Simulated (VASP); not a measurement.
# Al18N17 (a cell with a defect) in VASP: single point with PBEsol

Aim: the single point of Al18N17 (a cell with a defect) with PBEsol.

Everything below comes from runs of VASP 6.6.1. Logs are shortened: lines on timing, memory, paths and dates and some standing lists are left out, and cuts for length are marked.

## 1. The cell of the first run

The cell holds a defect, 35 atoms: a = 7.343 Å, b = 7.343 Å, c = 7.343 Å, α = 79.00°, β = 79.00°, γ = 79.00°.

## 2. Single point, PBEsol, collinear spin

The input, INCAR:

```
  ALGO = Normal
  EDIFF = 1E-6
  ENCUT = 520
  GGA = PS
  ISIF = 2
  ISMEAR = 0
  ISPIN = 2
  LASPH = True
  LCHARG = False
  LORBIT = 11
  LREAL = Auto
  LWAVE = False
  MAGMOM = 0.25 0 0 0 0 0 0 0 0 0.25 0 0.25 0 0 0.25 0 0 0 0 0 0 0 0 0 0 0 0 0 0 0 0 0 0 0 0
  NBANDS = 96
  NELM = 150
  PREC = Accurate
  SIGMA = 0.02
```

The input, KPOINTS:

```
Automatic mesh
0
Gamma
  2 2 2
  0.5 0.5 0.5
```

The input, POSCAR:

```
Al18N17
1.0
    4.6706711409      2.6966132405     -4.9836450386
    0.0000000000     -5.3932264810     -4.9836450386
   -4.6706711409      2.6966132405     -4.9836450386
Al N
18 17
Direct
    0.0664288356      0.3835027166      0.0506744172
    0.0549791675      0.0566969441      0.3893947370
    0.3890328368      0.3901964734      0.7216473595
    0.7234841712      0.3899623933      0.3881365854
    0.3890257875      0.0546801894      0.0572623151
    0.0549910306      0.7223195566      0.7236830957
    0.3888140957      0.7226363400      0.3897032084
    0.7214569969      0.0575268700      0.7245364449
    0.7234625911      0.7210854457      0.0570215214
    0.7717018708      0.1192452985      0.1044849139
    0.7767414749      0.7783605435      0.4454185029
    0.1126627370      0.1175796725      0.7846172486
    0.4446723824      0.1109265889      0.4460609821
    0.1105048443      0.7774366657      0.1120224246
    0.7716290440      0.4374749615      0.7862978870
    0.1105047011      0.4449375718      0.4445040122
    0.4446894296      0.7790077136      0.7779706641
    0.4486398307      0.4455830732      0.1126498425
    0.9260496816      0.9321791373      0.2587611168
    0.2612554151      0.2629315984      0.5945317246
    0.5943940984      0.2625967125      0.2657081610
    0.2613035228      0.9274547458      0.9300204399
    0.9260593309      0.5916730970      0.5992336724
    0.2612223648      0.5955347591      0.2626277536
    0.5954282037      0.9289534947      0.5959824975
    0.5943649148      0.5986732716      0.9296639418
    0.9847987516      0.3174969223      0.3130234479
    0.9839532878      0.9877640537      0.6548052342
    0.3281577457      0.3169096748      0.9839318548
    0.6495395438      0.3178217692      0.6473077002
    0.3167001793      0.9841285059      0.3187612391
    0.9847958721      0.6459787678      0.9845614899
    0.3167048836      0.6517300120      0.6511510213
    0.6495077682      0.9802882413      0.9848560808
    0.6506300349      0.6509789201      0.3180344269
```

Potentials or basis: VASP PAW PBE potentials, release 64 (Al, N).

On the command line:

```sh
cat potpaw_PBE.64/Al/POTCAR potpaw_PBE.64/N/POTCAR > POTCAR
mpirun -np 1 vasp_std > vasp.out
```

OUTCAR:

```text
EDIFF = 1E-6
   ENCUT = 520
   GGA = PS
   ISIF = 2
   ISMEAR = 0
   ISPIN = 2
   LASPH = True
   LORBIT = 11
   LREAL = Auto
   NELM = 150
   PREC = Accurate

 ion  position               nearest neighbor table
   1  0.066  0.384  0.051-  29 1.88  27 1.90  32 1.90  12 2.95   5 3.04   3 3.04  18 3.06  16 3.10
                            14 3.10  10 3.10  15 3.10   2 3.11   6 3.11   4 3.18   9 3.18
   2  0.055  0.057  0.389-  27 1.89  31 1.89  28 1.91  19 1.91  16 3.07  13 3.08  11 3.08  14 3.08
                             4 3.10   1 3.11   5 3.11   7 3.12   6 3.12   8 3.12  12 3.14  10 3.14
   3  0.389  0.390  0.722-  30 1.89  29 1.89  33 1.89  20 1.90  12 3.03  15 3.03   1 3.04  13 3.07
                            16 3.07  17 3.07  18 3.10   7 3.10   8 3.11   6 3.11   4 3.12   5 3.13
   4  0.723  0.390  0.388-  30 1.88  35 1.89  21 1.89  27 1.89  18 3.04  16 3.06  11 3.07  10 3.07
                            13 3.08   9 3.09  15 3.10   2 3.10   7 3.12   3 3.12   8 3.12   1 3.18
   5  0.389  0.055  0.057-  34 1.89  29 1.89  31 1.89  22 1.90  12 3.03  10 3.03   1 3.04  17 3.07
                            13 3.07  14 3.07  18 3.10   7 3.10   8 3.11   2 3.11   9 3.12   3 3.13
   6  0.055  0.722  0.724-  32 1.89  33 1.89  28 1.91  23 1.91  14 3.07  11 3.08  17 3.08  16 3.08
                             9 3.11   1 3.11   3 3.11   7 3.12   2 3.12   8 3.12  12 3.14  15 3.14
   7  0.389  0.723  0.390-  33 1.89  31 1.89  35 1.89  24 1.90  18 3.06  11 3.07  17 3.07  13 3.07
                            14 3.08  16 3.08   3 3.10   5 3.10   9 3.12   4 3.12   6 3.12   2 3.12
   8  0.721  0.058  0.725-  30 1.89  34 1.89  28 1.89  25 1.91  15 3.01  10 3.01  13 3.07  17 3.07
                            11 3.09   3 3.11   5 3.11  12 3.11   2 3.12   6 3.12   4 3.12   9 3.12
   9  0.723  0.721  0.057-  34 1.88  35 1.89  26 1.89  32 1.89  18 3.04  14 3.06  11 3.07  15 3.07
[... 22 lines left out ...]
  22  0.261  0.927  0.930-  14 1.89  12 1.89  17 1.89   5 1.90
  23  0.926  0.592  0.599-  16 1.90   6 1.91  11 1.91  15 1.94
  24  0.261  0.596  0.263-  16 1.89  14 1.89   7 1.90  18 1.90
[... 9 lines left out ...]
  34  0.650  0.980  0.985-   9 1.88   5 1.89   8 1.89  10 1.90
  35  0.651  0.651  0.318-   9 1.89   4 1.89   7 1.89  11 1.90

  LATTYP: Found a trigonal (rhomboedric) cell.
 ALAT       =     7.3432696904
 COS(alpha) =     0.1908861811

  Lattice vectors:

 A1 = (   4.6706711409,   2.6966132405,  -4.9836450386)
 A2 = (   0.0000000000,  -5.3932264810,  -4.9836450386)
 A3 = (  -4.6706711409,   2.6966132405,  -4.9836450386)

Analysis of symmetry for initial positions (statically):
=====================================================================
 Subroutine PRICEL returns:
 Original cell was already a primitive cell.

 Routine SETGRP: Setting up the symmetry group for a
 trigonal (rhombohedral) supercell.

 Subroutine GETGRP returns: Found  1 space group operations
 (whereof  1 operations were pure point group operations)
 out of a pool of 12 trial point group operations.

The static configuration has the point symmetry C_1 .

Analysis of symmetry for dynamics (positions and initial velocities):
[... 227 lines left out ...]

 k-point     1 :       0.2500    0.2500    0.2500
  band No.  band energies     occupation
      1      -8.9475      1.00000
      2      -7.9851      1.00000
      3      -7.9776      1.00000
      4      -7.8537      1.00000
      5      -7.5343      1.00000
      6      -7.5262      1.00000
[... 325 lines left out ...]
     80      12.2989      0.00000
     81      12.3999      0.00000
 Fermi energy:         9.4133503383

 spin component 2

 k-point     1 :       0.2500    0.2500    0.2500
  band No.  band energies     occupation
      1      -8.9269      1.00000
      2      -7.9654      1.00000
      3      -7.9535      1.00000
      4      -7.8391      1.00000
      5      -7.5090      1.00000
      6      -7.5067      1.00000
[... 325 lines left out ...]
     80      12.3529      0.00000
     81      12.4275      0.00000
 [bands above 81 left out]

------------------------ aborting loop because EDIFF is reached ----------------------------------------

  FORCE on cell =-STRESS in cart. coord.  units (eV):
  Direction    XX          YY          ZZ          XY          YZ          ZX
  --------------------------------------------------------------------------------------
  -------------------------------------------------------------------------------------
  Total       -0.0900412     -1.9531317      0.6089607      1.6016102     -1.3811702     -2.3841566
  in kB       -0.3830500     -8.3089436      2.5906188      6.8135132     -5.8757252    -10.1425945
  external PRESSURE =      -2.0337916 kB  Pullay stress =       0.0000000 kB

 VOLUME and BASIS-vectors are now :
 -----------------------------------------------------------------------------
  energy-cutoff  :      520.00
  volume of cell :      376.61
      direct lattice vectors                 reciprocal lattice vectors
     4.670671141  2.696613241 -4.983645039     0.107050997  0.061805922 -0.066885448
     0.000000000 -5.393226481 -4.983645039     0.000000000 -0.123611843 -0.066885448
    -4.670671141  2.696613241 -4.983645039    -0.107050997  0.061805922 -0.066885448

 POSITION                                       TOTAL-FORCE (eV/Angst)
 -----------------------------------------------------------------------------------
      0.07358     -1.75253     -2.49484        -0.006085     -0.017288      0.001409
     -1.56195      0.89253     -2.49716         0.001081     -0.005020      0.005973
     -1.55353      0.89066     -7.47984        -0.004029      0.003071     -0.005028
      1.56630      0.89446     -7.48336         0.011064      0.001015      0.000403
      1.54956      0.90856     -2.49665         0.001817      0.002732     -0.000889
     -3.12324     -1.79585     -7.48042        -0.015898      0.001799     -0.001625
[... 27 lines left out ...]
     -1.56630     -0.87967    -13.03050         0.012241     -0.004035      0.004895
      1.55344     -0.89876     -8.07173        -0.003927     -0.001932      0.005825
 -----------------------------------------------------------------------------------
    total drift:                                0.011149      0.001975     -0.004326

  FREE ENERGIE OF THE ION-ELECTRON SYSTEM (eV)
  ---------------------------------------------------
  free  energy   TOTEN  =      -267.1667630724 eV

  energy  without entropy=     -267.1667630724  energy(sigma->0) =     -267.16676307

 total charge

# of ion       s       p       d       tot
------------------------------------------
    1        0.379   0.414   0.000   0.792
    2        0.367   0.435   0.000   0.802
    3        0.368   0.442   0.000   0.811
    4        0.370   0.447   0.000   0.816
    5        0.368   0.442   0.000   0.811
    6        0.367   0.435   0.000   0.802
[... 27 lines left out ...]
   34        1.223   2.623   0.000   3.846
   35        1.217   2.630   0.000   3.847
--------------------------------------------------
tot         27.409  52.301   0.000  79.709

 magnetization (x)

# of ion       s       p       d       tot
------------------------------------------
    1        0.017   0.026   0.000   0.043
    2        0.000   0.000   0.000   0.000
    3       -0.000   0.000   0.000  -0.000
    4        0.001   0.002   0.000   0.003
    5       -0.000   0.000   0.000  -0.000
    6        0.000   0.000   0.000   0.000
[... 27 lines left out ...]
   34        0.006   0.016   0.000   0.021
   35        0.000   0.000   0.000   0.001
--------------------------------------------------
tot          0.122   0.211   0.000   0.333
```

Wall time 20 min (1 thread of Oxide Virtual Turin-like, shared host); peak memory 0.6 GiB.

What came out:

```
Free energy                                           : -267.1668 eV
Pressure                                              : -0.2 GPa
Largest force                                         : 0.021 eV/Å
Band gap on the k mesh                                : 0.42 eV
Net moment                                            : 1.00 μB per cell
Site moments                                          : Al +0.04, +0.00, -0.00, +0.03, +0.01 (each value once); N -0.00, +0.01, +0.02, +0.00, +0.04 (each value once) μB
Valence electrons inside the program's atomic spheres : Al 0.79, 0.80, 0.81, 0.82, 0.78 (each value once); N 3.81, 3.84, 3.85, 3.83 (each value once)
```

Forces in eV/Å, atoms in the order of the input:
```
Al  -0.006 -0.017  0.001
Al   0.001 -0.005  0.006
Al  -0.004  0.003 -0.005
Al   0.011  0.001  0.000
Al   0.002  0.003 -0.001
Al  -0.016  0.002 -0.002
Al   0.013  0.000  0.003
Al  -0.012 -0.002 -0.005
Al   0.009  0.009 -0.009
Al   0.009  0.006 -0.014
Al   0.003  0.003  0.003
Al  -0.012  0.003  0.016
Al   0.010 -0.001 -0.001
Al  -0.001 -0.005  0.002
Al   0.011  0.003 -0.017
Al  -0.006 -0.006  0.010
Al   0.001  0.009 -0.003
Al   0.003  0.000 -0.013
N    0.000  0.006 -0.010
N    0.011 -0.007 -0.007
N   -0.017 -0.009  0.002
N   -0.002  0.006 -0.004
N    0.004 -0.005 -0.008
N    0.002  0.001  0.012
N   -0.001  0.001 -0.001
N   -0.016 -0.009  0.002
N   -0.007 -0.002 -0.002
N    0.008  0.005  0.016
N    0.006  0.002  0.009
N   -0.002  0.010  0.009
N   -0.003  0.000 -0.003
N   -0.003  0.001  0.004
N   -0.002  0.003 -0.002
N    0.012 -0.004  0.005
N   -0.004 -0.002  0.006
```

Stress tensor (GPa, compression positive):
```
-0.04  0.68 -1.01
 0.68 -0.83 -0.59
-1.01 -0.59  0.26
```

Caveat: the PAW data sets were made with another functional, which shifts forces and pressure a little.
